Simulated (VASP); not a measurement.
# Ga (Cmce) in VASP: single point with PBEsol

Aim: the single point of Ga with PBEsol.

Everything below comes from runs of VASP 6.6.1. Logs are shortened: lines on timing, memory, paths and dates and some standing lists are left out, and cuts for length are marked.

## 1. The cell of the first run

The structure is orthorhombic, space group Cmce (No. 64). Conventional cell: a = 4.523 Å, b = 7.661 Å, c = 4.524 Å, α = 90.00°, β = 90.00°, γ = 90.00°. Ga (site symmetry m) has 7 Ga at 2.48 to 2.79 Å within 3.3 Å.

## 2. Single point, PBEsol

File INCAR:

```
ALGO = Normal
EDIFF = 1E-6
ENCUT = 520
GGA = PS
ISIF = 2
ISMEAR = 0
LASPH = T
LCHARG = F
LREAL = F
LWAVE = F
NBANDS = 34
NELM = 100
PREC = Accurate
SIGMA = 0.05
```

File KPOINTS:

```
k-points
0
Gamma
  10 10 10
```

File POSCAR:

```
Ga
1.0
    2.2615000000     -3.8305000000      0.0000000000
    2.2615000000      3.8305000000      0.0000000000
    0.0000000000      0.0000000000      4.5240000000
Ga
4
Direct
    0.8451000000      0.1549000000      0.0810000000
    0.6549000000      0.3451000000      0.5810000000
    0.1549000000      0.8451000000      0.9190000000
    0.3451000000      0.6549000000      0.4190000000
```

Potentials or basis: VASP PAW PBE potentials, release 64 (Ga_d).

Run with:

```console
cat potpaw_PBE.64/Ga_d/POTCAR > POTCAR
mpirun -np 1 vasp_std > vasp.out
```

OUTCAR:

```text
EDIFF = 1E-6
   ENCUT = 520
   GGA = PS
   ISIF = 2
   ISMEAR = 0
   LASPH = T
   LREAL = F
   NELM = 100
   PREC = Accurate

 ion  position               nearest neighbor table
   1  0.845  0.155  0.081-   3 2.48   2 2.69   2 2.69   4 2.73   4 2.73   3 2.79   3 2.79
   2  0.655  0.345  0.581-   4 2.48   1 2.69   1 2.69   3 2.73   3 2.73   4 2.79   4 2.79
   3  0.155  0.845  0.919-   1 2.48   4 2.69   4 2.69   2 2.73   2 2.73   1 2.79   1 2.79
   4  0.345  0.655  0.419-   2 2.48   3 2.69   3 2.69   1 2.73   1 2.73   2 2.79   2 2.79

  LATTYP: Found a base centered orthorhombic cell.
 ALAT       =     4.5230000000
 B/A-ratio  =     1.6937873093
 C/A-ratio  =     1.0002210922

  Lattice vectors:

 A1 = (   2.2615000000,  -3.8305000000,   0.0000000000)
 A2 = (   2.2615000000,   3.8305000000,   0.0000000000)
 A3 = (   0.0000000000,   0.0000000000,   4.5240000000)

Analysis of symmetry for initial positions (statically):
=====================================================================
 Subroutine PRICEL returns:
 Original cell was already a primitive cell.

 Routine SETGRP: Setting up the symmetry group for a
 base centered orthorhombic supercell.

 Subroutine GETGRP returns: Found  8 space group operations
 (whereof  4 operations were pure point group operations)
 out of a pool of  8 trial point group operations.

The static configuration has the point symmetry C_2h.
 The point group associated with its full space group is D_2h.

Analysis of symmetry for dynamics (positions and initial velocities):
=====================================================================
 Subroutine PRICEL returns:
 Original cell was already a primitive cell.

 Routine SETGRP: Setting up the symmetry group for a
 base centered orthorhombic supercell.

 Subroutine GETGRP returns: Found  8 space group operations
 (whereof  4 operations were pure point group operations)
 out of a pool of  8 trial point group operations.

The dynamic configuration has the point symmetry C_2h.
 The point group associated with its full space group is D_2h.

 Subroutine INISYM returns: Found  8 space group operations
 (whereof  4 operations are pure point group operations),
 and found     1 'primitive' translations

----------------------------------------------------------------------------------------

                                     Primitive cell

  volume of cell :      78.3799

  direct lattice vectors                    reciprocal lattice vectors
     2.261500000 -3.830500000  0.000000000     0.221092195 -0.130531262  0.000000000
     2.261500000  3.830500000  0.000000000     0.221092195  0.130531262  0.000000000
     0.000000000  0.000000000  4.524000000     0.000000000  0.000000000  0.221043324

  length of vectors
     4.448270731  4.448270731  4.524000000     0.256749234  0.256749234  0.221043324

  position of ions in fractional coordinates (direct lattice)
     0.845100000  0.154900000  0.081000000
     0.654900000  0.345100000  0.581000000
     0.154900000  0.845100000  0.919000000
     0.345100000  0.654900000  0.419000000

  ion indices of the primitive-cell ions
   primitive index   ion index
                 1           1
                 2           2
                 3           3
                 4           4

----------------------------------------------------------------------------------------

 KPOINTS: k-points

Automatic generation of k-mesh.
 Grid dimensions read from file:
 generate k-points for:   10   10   10

 Generating k-lattice:

  Cartesian coordinates                     Fractional coordinates (reciprocal lattice)
     0.022109220 -0.013053126  0.000000000     0.100000000 -0.000000000  0.000000000
     0.022109220  0.013053126  0.000000000    -0.000000000  0.100000000  0.000000000
     0.000000000  0.000000000  0.022104332     0.000000000  0.000000000  0.100000000

  Length of vectors
     0.025674923  0.025674923  0.022104332

  Shift w.r.t. Gamma in fractional coordinates (k-lattice)
     0.000000000  0.000000000  0.000000000

 Subroutine IBZKPT returns following result:
 ===========================================

 Found    186 irreducible k-points:

 Following reciprocal coordinates:
            Coordinates               Weight
  0.000000  0.000000  0.000000      1.000000
  0.100000  0.000000  0.000000      4.000000
  0.200000  0.000000  0.000000      4.000000
  0.300000  0.000000  0.000000      4.000000
  0.400000 -0.000000  0.000000      4.000000
  0.500000  0.000000  0.000000      2.000000
[... 16 lines left out ...]
  0.300000  0.300000  0.000000      2.000000
  0.400000  0.300000  0.000000      4.000000
 [... further k-points ...]
   k-points           NKPTS =    186   k-points in BZ     NKDIM =    186   number of bands    NBANDS=     34
   number of dos      NEDOS =    301   number of ions     NIONS =      4
   total plane-waves  NPLWV =  46656
   dimension x,y,z NGX =    36 NGY =   36 NGZ =   36
   dimension x,y,z NGXF=    72 NGYF=   72 NGZF=   72
   ions per type =               4
   NGX,Y,Z   is equivalent  to a cutoff of  13.45, 13.45, 13.23 a.u.
   NGXF,Y,Z  is equivalent  to a cutoff of  26.91, 26.91, 26.46 a.u.
 SYSTEM =  unknown system
   PREC   = accura    normal or accurate (medium, high low for compatibility)
   ISTART =      0    job   : 0-new  1-cont  2-samecut
   ICHARG =      2    charge: 1-file 2-atom 10-const
   ISPIN  =      1    spin polarized calculation?
   LNONCOLLINEAR =      F non collinear calculations
   LSORBIT =      F    spin-orbit coupling
   LASPH  =      T    aspherical Exc in radial PAW
   ENCUT  =  520.0 eV  38.22 Ry    6.18 a.u.   8.27  8.27  8.41*2*pi/ulx,y,z
   NELM   =    100;   NELMIN=  2; NELMDL= -5     # of ELM steps
   EDIFF  = 0.1E-05   stopping-criterion for ELM
   LREAL  =      F    real-space projection
   EDIFFG = 0.1E-04   stopping-criterion for IOM
   NSW    =      0    number of steps for IOM
   IBRION =     -1    ionic relax: 0-MD 1-quasi-New 2-CG
   NFREE  =      0    steps in history (QN), initial steepest desc. (CG)
   ISIF   =      2    stress and relaxation
   ISYM   =      2    0-nonsym 1-usesym 2-fastsym
   POTIM  = 0.5000    time-step for ionic-motion
   TEBEG  =    0.0;   TEEND  =   0.0 temperature during run
   PSTRESS=    0.0 pullay stress
   NELECT =      52.0000    total number of electrons
   NUPDOWN=      -1.0000    fix difference up-down
   EMIN   =  10.00;   EMAX   =-10.00  energy-range for DOS
   EFERMI =   0.00;   METHOD = LEGACY
   ISMEAR =     0;   SIGMA  =   0.05  broadening in eV -4-tet -1-fermi 0-gaus
   EFERMI_NEDOS =   21; number of points for ismear=-14 and -15
   IALGO  =     38    algorithm
   IMIX   =      4    mixing-type and parameters
     AMIX     =   0.40;   BMIX     =  1.00
     AMIX_MAG =   1.60;   BMIX_MAG =  1.00
  volume/ion in A,a.u.               =      19.59       132.23
  Fermi-wavevector in a.u.,A,eV,Ry     =   1.427823  2.698194 27.737908  2.038679
  Thomas-Fermi vector in A             =   2.547951
   LORBIT       =      0    0 simple, 1 ext, 2 COOP (PROOUT), +10 PAW based schemes
   GGA     = PS    functional components
   LHFCALC =     F    Hartree Fock is set to
   AEXX    =    0.0000 exact exchange contribution
   IVDW    =     0    specifies the selected vdW correction
   LEPSILON=     F    determine dielectric tensor
   LRPA    =     F    only Hartree local field effects (RPA)
 non-spin polarized calculation
 Gauss-broadening in eV      SIGMA  =   0.05
  energy-cutoff  :      520.00
  volume of cell :       78.38
 maximum number of plane-waves:      2131
 NGX is ok and might be reduce to    36
   NGX = 17   NGY = 17   NGZ = 17

 number of electron      52.0000010 magnetization

 Free energy of the ion-electron system (eV)
  ---------------------------------------------------
  ext. energy  EPLUGINS =         0.00000000
  ---------------------------------------------------
  free energy    TOTEN  =       -13.39393923 eV

  energy without entropy =      -13.39302946  energy(sigma->0) =      -13.39348435

 E-fermi :   4.8422     XC(G=0): -10.8024

 val. band max:        4.8201920087   @ k =  -0.2000   0.2000   0.4000
 cond. band min:       4.8428533909   @ k =  -0.2000   0.2000   0.2000
 fundamental gap:      0.0226613822
 Fermi energy:         4.8422268150

 k-point     1 :       0.0000    0.0000    0.0000
  band No.  band energies     occupation
      1     -10.2150      2.00000
      2     -10.2132      2.00000
      3     -10.1883      2.00000
      4     -10.1674      2.00000
      5     -10.1370      2.00000
      6     -10.1120      2.00000
[... 26 lines left out ...]
     33      11.6313      0.00000
     34      12.2438      0.00000

 k-point     2 :       0.1000    0.0000    0.0000
  band No.  band energies     occupation
      1     -10.2170      2.00000
      2     -10.2088      2.00000
      3     -10.1901      2.00000
      4     -10.1719      2.00000
      5     -10.1299      2.00000
      6     -10.1097      2.00000
[... 26 lines left out ...]
     33      11.7488      0.00000
     34      12.4760      0.00000

 k-point     3 :       0.2000    0.0000    0.0000
  band No.  band energies     occupation
      1     -10.2175      2.00000
      2     -10.1974      2.00000
      3     -10.1972      2.00000
      4     -10.1814      2.00000
      5     -10.1217      2.00000
      6     -10.0953      2.00000
[... 26 lines left out ...]
     33      11.1354      0.00000
     34      11.9934      0.00000
[... 704 lines left out ...]
 k-point    23 :       0.3000    0.3000    0.0000
  band No.  band energies     occupation
      1     -10.2676      2.00000
      2     -10.2077      2.00000
      3     -10.2002      2.00000
      4     -10.1528      2.00000
      5     -10.1441      2.00000
      6     -10.0845      2.00000
[... 26 lines left out ...]
     33      13.9015      0.00000
     34      13.9825      0.00000

 k-point    24 :       0.4000    0.3000    0.0000
  band No.  band energies     occupation
      1     -10.2736      2.00000
      2     -10.2214      2.00000
      3     -10.2009      2.00000
      4     -10.1481      2.00000
      5     -10.1208      2.00000
      6     -10.1129      2.00000
[... 26 lines left out ...]
     33      13.8546      0.00000
     34      14.2151      0.00000

 [... further k-points ...]

------------------------ aborting loop because EDIFF is reached ----------------------------------------

  FORCE on cell =-STRESS in cart. coord.  units (eV):
  Direction    XX          YY          ZZ          XY          YZ          ZX
  --------------------------------------------------------------------------------------
  -------------------------------------------------------------------------------------
  Total       -0.8390064     -0.4742359     -0.8524718      0.0000000      0.0000000      0.0000000
  in kB      -17.1502805     -9.6939414    -17.4255285      0.0000000      0.0000000      0.0000000
  external PRESSURE =     -14.7565835 kB  Pullay stress =       0.0000000 kB

 VOLUME and BASIS-vectors are now :
 -----------------------------------------------------------------------------
  energy-cutoff  :      520.00
  volume of cell :       78.38
      direct lattice vectors                 reciprocal lattice vectors
     2.261500000 -3.830500000  0.000000000     0.221092195 -0.130531262  0.000000000
     2.261500000  3.830500000  0.000000000     0.221092195  0.130531262  0.000000000
     0.000000000  0.000000000  4.524000000     0.000000000  0.000000000  0.221043324

 POSITION                                       TOTAL-FORCE (eV/Angst)
 -----------------------------------------------------------------------------------
      2.26150     -2.64381      0.36644         0.000000      0.144625      0.040273
      2.26150     -1.18669      2.62844         0.000000     -0.144625      0.040273
      2.26150      2.64381      4.15756         0.000000     -0.144625     -0.040273
      2.26150      1.18669      1.89556         0.000000      0.144625     -0.040273
 -----------------------------------------------------------------------------------
    total drift:                               -0.000000      0.000000      0.000000

  FREE ENERGIE OF THE ION-ELECTRON SYSTEM (eV)
  ---------------------------------------------------
  free  energy   TOTEN  =       -13.3939392349 eV

  energy  without entropy=      -13.3930294598  energy(sigma->0) =      -13.39348435
```

It took 12 min on 1 thread of Oxide Virtual Turin-like, shared host; peak memory 0.42 GiB.

Results:

```yaml
Free_energy: -13.3939 eV
Pressure: -1.5 GPa
Largest_force: 0.150 eV/Å
Band_gap_on_the_k_mesh: zero (bands 26 and 27 overlap by 1.31 eV)
```

Forces on the atoms (eV/Å):
```
Ga   0.000  0.145  0.040
Ga   0.000 -0.145  0.040
Ga   0.000 -0.145 -0.040
Ga   0.000  0.145 -0.040
```

Stress tensor (GPa, compression positive):
```
-1.72  0.00  0.00
 0.00 -0.97  0.00
 0.00  0.00 -1.74
```

Caveat: the PAW data sets were made with another functional, which shifts forces and pressure a little.

The gap in the log of VASP goes by the Fermi energy; the results here count the filled bands.